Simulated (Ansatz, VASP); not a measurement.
One calculation of BN, two programs

```xyz
4
Lattice="2.5539 0.0000 0.0000 -1.2770 2.2118 0.0000 0.0000 0.0000 4.2269" Properties=species:S:1:pos:R:3 pbc="T T T"
B     1.2770    0.7373    4.2257
B     0.0000    1.4745    2.1123
N     1.2770    0.7373    2.6430
N     0.0000    1.4745    0.5295
```

Alike in both runs: task single point; functional PBE; dispersion D3(BJ); k mesh 3 × 3 × 1; occupations gaussian, width 0.1 eV; no spin polarisation; Hubbard terms N p U = 2.2 eV.

|  | VASP | Ansatz |
| --- | --- | --- |
| version | VASP 6.6.1 | Ansatz 0.2.0 |
| potentials or method | VASP PAW PBE potentials, release 64 (B, N), cutoff 600 eV | scalar-relativistic, plane waves, PAW |
| valence electrons in the cell | 16 | 16 |

VASP gave:

```
gap on the k mesh at the Fermi level (eV)                     : 5.11
least direct gap on the mesh (eV)                             : 8.23
pressure (GPa)                                                : -0.4
traceless stress, the component that is largest in VASP (GPa) : -25.11
rms of the force components (eV/Å)                            : 0.756
```

Problem. Estimate Ansatz's values.

Solution. gap on the k mesh at the Fermi level (eV): 5.35; least direct gap on the mesh (eV): 8.50; pressure (GPa): -3.2; traceless stress, the component that is largest in VASP (GPa): -24.59; rms of the force components (eV/Å): 0.724.

The programs project onto different local orbitals, so the same U acts differently, and such runs can settle in different states. Atom by atom the forces differ by 0.031 eV/Å (rms over components).

The k mesh is coarse, so the values compare programs but aren't converged.
